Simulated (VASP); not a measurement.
# ZnSe (CsCl type) (Pm-3m) in VASP: a series of runs

Runs on ZnSe (CsCl type). Level: PBE. Tasks: relaxation of cell and atoms.

Program: VASP 6.6.1. These are calculated values, not measurements. Logs are shortened: lines on timing, memory, paths and dates and some standing lists are left out, and cuts for length are marked.

**1. The cell of the first run**

The structure is cubic, space group Pm-3m (No. 221). Conventional cell: a = 3.067 Å, b = 3.067 Å, c = 3.067 Å, α = 90.00°, β = 90.00°, γ = 90.00°. Zn (site symmetry m-3m) has 8 Se at 2.66 Å and 6 Zn at 3.07 Å within 3.5 Å. Se (site symmetry m-3m) has 8 Zn at 2.66 Å and 6 Se at 3.07 Å within 3.5 Å.

**2. Relaxation of cell and atoms, PBE, target pressure 31 GPa, at which the enthalpy is minimised**

File INCAR:

```
ALGO = Normal
EDIFF = 1E-6
EDIFFG = -0.005
ENCUT = 600
GGA = PE
IBRION = 2
ISIF = 3
ISMEAR = -1
LASPH = True
LCHARG = False
LREAL = False
LWAVE = False
NELM = 80
NSW = 60
PREC = Accurate
PSTRESS = 310.0
SIGMA = 0.08
```

File KPOINTS:

```
k-points
0
Gamma
  14 14 14
```

File POSCAR:

```
ZnSe
1.0
    3.0669882934      0.0000000000      0.0000000000
    0.0000000000      3.0669882934      0.0000000000
    0.0000000000      0.0000000000      3.0669882934
Zn Se
1 1
Direct
    0.0000000000      0.0000000000      0.0000000000
    0.5000000000      0.5000000000      0.5000000000
```

Potentials or basis: VASP PAW PBE potentials, release 64 (Zn, Se).

Started as:

```
> cat potpaw_PBE.64/Zn/POTCAR potpaw_PBE.64/Se/POTCAR > POTCAR
> mpirun -np 1 vasp_std > vasp.out
```

OUTCAR:

```text
EDIFF = 1E-6
   EDIFFG = -0.005
   ENCUT = 600
   GGA = PE
   IBRION = 2
   ISIF = 3
   ISMEAR = -1
   LASPH = True
   LREAL = False
   NELM = 80
   NSW = 60
   PREC = Accurate
   PSTRESS = 310.0

 ion  position               nearest neighbor table
   1  0.000  0.000  0.000-   2 2.66   2 2.66   2 2.66   2 2.66   2 2.66   2 2.66   2 2.66   2 2.66

   2  0.500  0.500  0.500-   1 2.66   1 2.66   1 2.66   1 2.66   1 2.66   1 2.66   1 2.66   1 2.66

  LATTYP: Found a simple cubic cell.
 ALAT       =     3.0669882934

  Lattice vectors:

 A1 = (   3.0669882934,   0.0000000000,   0.0000000000)
 A2 = (   0.0000000000,   3.0669882934,   0.0000000000)
 A3 = (   0.0000000000,   0.0000000000,   3.0669882934)

Analysis of symmetry for initial positions (statically):
=====================================================================
 Subroutine PRICEL returns:
 Original cell was already a primitive cell.

 Routine SETGRP: Setting up the symmetry group for a
 simple cubic supercell.

 Subroutine GETGRP returns: Found 48 space group operations
 (whereof 48 operations were pure point group operations)
 out of a pool of 48 trial point group operations.

The static configuration has the point symmetry O_h .

Analysis of symmetry for dynamics (positions and initial velocities):
=====================================================================
 Subroutine PRICEL returns:
 Original cell was already a primitive cell.

 Routine SETGRP: Setting up the symmetry group for a
 simple cubic supercell.

 Subroutine GETGRP returns: Found 48 space group operations
 (whereof 48 operations were pure point group operations)
 out of a pool of 48 trial point group operations.

The dynamic configuration has the point symmetry O_h .

 Subroutine INISYM returns: Found 48 space group operations
 (whereof 48 operations are pure point group operations),
 and found     1 'primitive' translations

----------------------------------------------------------------------------------------

                                     Primitive cell

  volume of cell :      28.8494

  direct lattice vectors                    reciprocal lattice vectors
     3.066988293  0.000000000  0.000000000     0.326052761  0.000000000  0.000000000
     0.000000000  3.066988293  0.000000000     0.000000000  0.326052761  0.000000000
[... 97 lines left out ...]
   NUPDOWN=      -1.0000    fix difference up-down
   EMIN   =  10.00;   EMAX   =-10.00  energy-range for DOS
   EFERMI =   0.00;   METHOD = LEGACY
   ISMEAR =    -1;   SIGMA  =   0.08  broadening in eV -4-tet -1-fermi 0-gaus
   EFERMI_NEDOS =   21; number of points for ismear=-14 and -15
   IALGO  =     38    algorithm
   IMIX   =      4    mixing-type and parameters
     AMIX     =   0.40;   BMIX     =  1.00
     AMIX_MAG =   1.60;   BMIX_MAG =  1.00
  volume/ion in A,a.u.               =      14.42        97.34
  Fermi-wavevector in a.u.,A,eV,Ry     =   1.398901  2.643539 26.625555  1.956923
  Thomas-Fermi vector in A             =   2.522013
   LORBIT       =      0    0 simple, 1 ext, 2 COOP (PROOUT), +10 PAW based schemes
   GGA     = PE    functional components
   LHFCALC =     F    Hartree Fock is set to
   AEXX    =    0.0000 exact exchange contribution
   IVDW    =     0    specifies the selected vdW correction
   LEPSILON=     F    determine dielectric tensor
   LRPA    =     F    only Hartree local field effects (RPA)
 conjugate gradient relaxation of ions
 non-spin polarized calculation
  energy-cutoff  :      600.00
  volume of cell :       28.85
 maximum number of plane-waves:       992
 NGX is ok and might be reduce to    28
   NGX = 13   NGY = 13   NGZ = 13

--------------------------------------- Ionic step        1  -------------------------------------------

 number of electron      18.0000007 magnetization

 Free energy of the ion-electron system (eV)
  ---------------------------------------------------
  ext. energy  EPLUGINS =         0.00000000
  ---------------------------------------------------
  free energy    TOTEN  =        -3.66575736 eV

  energy without entropy =       -3.64402845  energy(sigma->0) =       -3.65489291

------------------------ aborting loop because EDIFF is reached ----------------------------------------

  FORCE on cell =-STRESS in cart. coord.  units (eV):
  Direction    XX          YY          ZZ          XY          YZ          ZX
  --------------------------------------------------------------------------------------
  -------------------------------------------------------------------------------------
  Total        5.7586265      5.7586265      5.7586265      0.0000000      0.0000000     -0.0000000
  in kB      319.8108113    319.8108113    319.8108113      0.0000000      0.0000000     -0.0000000
  external PRESSURE =       9.8108113 kB  Pullay stress =     310.0000000 kB
[... 63 lines left out ...]
--------------------------------------- Ionic step        3  -------------------------------------------

 number of electron      18.0000009 magnetization

 Free energy of the ion-electron system (eV)
  ---------------------------------------------------
  ext. energy  EPLUGINS =         0.00000000
  ---------------------------------------------------
  free energy    TOTEN  =        -3.69422223 eV

  energy without entropy =       -3.67241198  energy(sigma->0) =       -3.68331710

 E-fermi :   6.7462     XC(G=0): -11.9916

 val. band max:        6.7450690099   @ k =   0.4286   0.3571   0.2857
 cond. band min:       6.7544958652   @ k =   0.0000   0.0000   0.0000
 fundamental gap:      0.0094268553
 Fermi energy:         6.7461659361

 k-point     1 :       0.0000    0.0000    0.0000
  band No.  band energies     occupation
      1     -10.0120      2.00000
      2      -1.1482      2.00000
      3      -1.1482      2.00000
      4      -0.6086      2.00000
      5      -0.6086      2.00000
      6      -0.6086      2.00000
      7       5.0854      2.00000
      8       5.0854      2.00000
      9       5.0854      2.00000
     10       6.7545      0.94798
     11      12.1366      0.00000
     12      12.1366      0.00000
     13      20.3430      0.00000
[... 354 lines left out ...]
  band No.  band energies     occupation
      1      -8.1219      2.00000
      2      -1.8016      2.00000
      3      -1.0009      2.00000
      4      -0.8807      2.00000
      5      -0.8398      2.00000
      6      -0.6721      2.00000
      7       0.2603      2.00000
      8       3.1092      2.00000
      9       7.0717      0.03359
     10       9.2791      0.00000
     11      12.0364      0.00000
     12      15.2414      0.00000
     13      16.1908      0.00000

 [... further k-points ...]
[... 5 lines left out ...]
  --------------------------------------------------------------------------------------
  -------------------------------------------------------------------------------------
  Total        5.6081436      5.6081436      5.6081436      0.0000000     -0.0000000      0.0000000
  in kB      309.8972843    309.8972843    309.8972843      0.0000000     -0.0000000      0.0000000
  external PRESSURE =      -0.1027157 kB  Pullay stress =     310.0000000 kB
[... 21 lines left out ...]
  energy  without entropy=       -3.6724119791  energy(sigma->0) =       -3.68331710

  enthalpy is  TOTEN    =         1.9157801812 eV   P V=        5.6100024107

 reached required accuracy - stopping structural energy minimisation
```

OSZICAR:

```text
N       E                     dE             d eps       ncg     rms          rms(c)
DAV:   1     0.912281175851E+02    0.91228E+02   -0.10261E+04  3120   0.202E+03
[... 21 lines left out ...]
       N       E                     dE             d eps       ncg     rms          rms(c)
DAV:   1    -0.370508536098E+01    0.31762E-01   -0.13779E-01  3760   0.907E+00    0.749E-01
DAV:   2    -0.369569086386E+01    0.93945E-02   -0.32132E-02  3650   0.602E+00    0.291E-01
DAV:   3    -0.369452971867E+01    0.11611E-02   -0.11988E-03  3643   0.489E-01    0.132E-01
DAV:   4    -0.369426815388E+01    0.26156E-03   -0.18703E-04  3804   0.305E-01    0.511E-02
DAV:   5    -0.369422209885E+01    0.46055E-04   -0.45779E-05  4932   0.158E-01    0.443E-03
DAV:   6    -0.369422222949E+01   -0.13064E-06   -0.80762E-06  3195   0.323E-02
   3 F= 0.19157802E+01 E0= 0.19266853E+01  d E =-.432050E-03
```

It took 63 s on 1 thread of AMD EPYC 9R45 (Zen 5), shared host; peak memory 0.18 GiB.

What came out:

| Quantity | Value |
| --- | --- |
| Free energy | -3.6942 eV |
| Relaxed volume | 14.50 Å³/atom |
| Relaxed cell | a = 3.072 Å, b = 3.072 Å, c = 3.072 Å, α = 90.00°, β = 90.00°, γ = 90.00° |
| Space group after relaxing (to 0.05 Å) | Pm-3m (No. 221) |
| Energy change on relaxing (the enthalpy is what falls) | -14.2 meV/atom |
| Ionic steps | 3 |
| Pressure after relaxing | 31.0 GPa |
| Band gap on the k mesh | zero (band 9 reaches 7.47 eV, above the bottom of band 10 at 5.02 eV) |

Step by step:
```csv
step,energy change (eV),largest force (eV/Å),pressure (GPa),volume (Å³)
1,0.0000,0.0000,31.98,28.85
2,-0.0711,0.0000,29.59,29.22
3,-0.0285,0.0000,30.99,28.99
```

Final structure:
```cif
data_structure
_symmetry_space_group_name_H-M 'P 1'
_symmetry_Int_Tables_number 1
_cell_length_a 3.0721
_cell_length_b 3.0721
_cell_length_c 3.0721
_cell_angle_alpha 90.000
_cell_angle_beta 90.000
_cell_angle_gamma 90.000
_cell_volume 28.99
loop_
_atom_site_label
_atom_site_type_symbol
_atom_site_fract_x
_atom_site_fract_y
_atom_site_fract_z
_atom_site_occupancy
Zn1 Zn 0.00000 0.00000 0.00000 1
Se1 Se 0.50000 0.50000 0.50000 1
```

Caveat: the cell is relaxed towards a set pressure, so the enthalpy falls and the energy may rise.

**3. Relaxation of cell and atoms, PBE, target pressure 31 GPa, at which the enthalpy is minimised**

This run uses another cell than the first one, of 14.46 Å³/atom, 1.003 times its volume.

File INCAR:

```
SYSTEM = ZnSe
  PREC = Accurate
  ENCUT = 600
  EDIFF = 1E-6
  ISMEAR = -1
  SIGMA = 0.08
  LREAL = .False.
  LASPH = .True.
  NELM = 80
  ALGO = Normal
  ISIF = 3
  LWAVE = .False.
  LCHARG = .False.
  GGA = PE
  IBRION = 2
  NSW = 32
  EDIFFG = -0.005
  PSTRESS = 310.0
```

File KPOINTS:

```
regular mesh
0
Gamma
  14 14 14
  0 0 0
```

File POSCAR:

```
ZnSe
1.0
    3.0696941634      0.0000000000      0.0000000000
    0.0000000000      3.0696941634      0.0000000000
    0.0000000000      0.0000000000      3.0696941634
Zn Se
1 1
Direct
    0.0000000000      0.0000000000      0.0000000000
    0.5000000000      0.5000000000      0.5000000000
```

Potentials or basis: VASP PAW PBE potentials, release 64 (Zn, Se).

Started as:

```
> cat potpaw_PBE.64/Zn/POTCAR potpaw_PBE.64/Se/POTCAR > POTCAR
> mpirun -np 1 vasp_std > vasp.out
```

Wall time 58 s (1 thread of AMD EPYC 9R45 (Zen 5), shared host); peak memory 0.18 GiB.

The run converged. Its results:

| Item | Value |
| --- | --- |
| Free energy | -3.6941 eV |
| Relaxed volume | 14.50 Å³/atom |
| Relaxed cell | a = 3.072 Å, b = 3.072 Å, c = 3.072 Å, α = 90.00°, β = 90.00°, γ = 90.00° |
| Space group after relaxing (to 0.05 Å) | Pm-3m (No. 221) |
| Energy change on relaxing (the enthalpy is what falls) | -6.6 meV/atom |
| Ionic steps | 3 |
| Pressure after relaxing | 31.0 GPa |
| Band gap on the k mesh | zero (band 9 reaches 7.47 eV, above the bottom of band 10 at 5.02 eV) |

Step by step:
```tsv
step	energy change (eV)	largest force (eV/Å)	pressure (GPa)	volume (Å³)
1	0.0000	0.0000	31.48	28.93
2	-0.0348	0.0000	30.31	29.11
3	-0.0132	0.0000	31.00	28.99
```

Final structure:
```
CELL_PARAMETERS angstrom
3.07208 0.00000 0.00000
0.00000 3.07208 0.00000
0.00000 0.00000 3.07208
ATOMIC_POSITIONS crystal
Zn 0.00000 0.00000 0.00000
Se 0.50000 0.50000 0.50000
```

Levels at points of the mesh, in eV from the Fermi level:
```tsv
k point	band 7	band 8	band 9	band 10	band 11	band 12
(0.00, 0.00, 0.00)	-1.66	-1.66	-1.66	0.01	5.39	5.39
(0.50, 0.00, 0.00)	-6.85	0.54	0.54	4.09	5.96	6.82
(0.50, 0.50, 0.00)	-6.97	-6.96	-2.72	1.07	9.06	9.06
(0.50, 0.50, 0.50)	-3.24	-3.24	-3.24	0.04	0.04	0.04
```

Caveat: the cell is relaxed towards a set pressure, so the enthalpy falls and the energy may rise.
